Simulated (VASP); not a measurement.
Here is a VASP 6.6.1 calculation.

The input INCAR:

```
ALGO = Normal
EDIFF = 1E-7
ENCUT = 520
GGA = PE
ISIF = 2
ISMEAR = -1
LASPH = T
LCHARG = T
LELF = T
LREAL = F
LVHAR = T
LWAVE = F
NBANDS = 28
NELM = 60
PREC = Accurate
SIGMA = 0.02
```

Contents of KPOINTS:

```
k-points
0
Gamma
  8 8 8
```

Contents of POSCAR:

```
BaTiO3
1.0
    2.8276671207      1.6325543733      2.3872639731
   -2.8276671207      1.6325543733      2.3872639731
    0.0000000000     -3.2651087466      2.3872639731
Ba Ti O
1 1 3
Direct
   -0.0051429492     -0.0051429492     -0.0051429492
    0.4810913351      0.4810913351      0.4810913351
    0.5124170827      0.5124170827      0.0205174488
    0.0205174488      0.5124170827      0.5124170827
    0.5124170827      0.0205174488      0.5124170827
```

Potentials or basis: VASP PAW PBE potentials, release 64 (Ba_sv, Ti_sv, O).

The run is started by

```bash
$ cat potpaw_PBE.64/Ba_sv/POTCAR potpaw_PBE.64/Ti_sv/POTCAR potpaw_PBE.64/O/POTCAR > POTCAR
$ mpirun -np 1 vasp_std > vasp.out
```

Task: Estimate the pressure.

Result: 3.3 GPa.

Task: Estimate the largest force.

Result: 0.091 eV/Å.

Task: Predict the band gap on the k mesh.

Result: 2.58 eV, indirect (least direct gap 3.03 eV).

Forces on the atoms (eV/Å):
```
Ba   0.000  0.000  0.040
Ti   0.000  0.000  0.091
O    0.000  0.036 -0.044
O   -0.031 -0.018 -0.044
O    0.031 -0.018 -0.044
```

Caveat: the cell differs from its parent crystal (z stretched by +3 %, then relaxed in part); spin-orbit coupling is left out, which moves the levels of the heavy elements. A k mesh can miss the band edges.
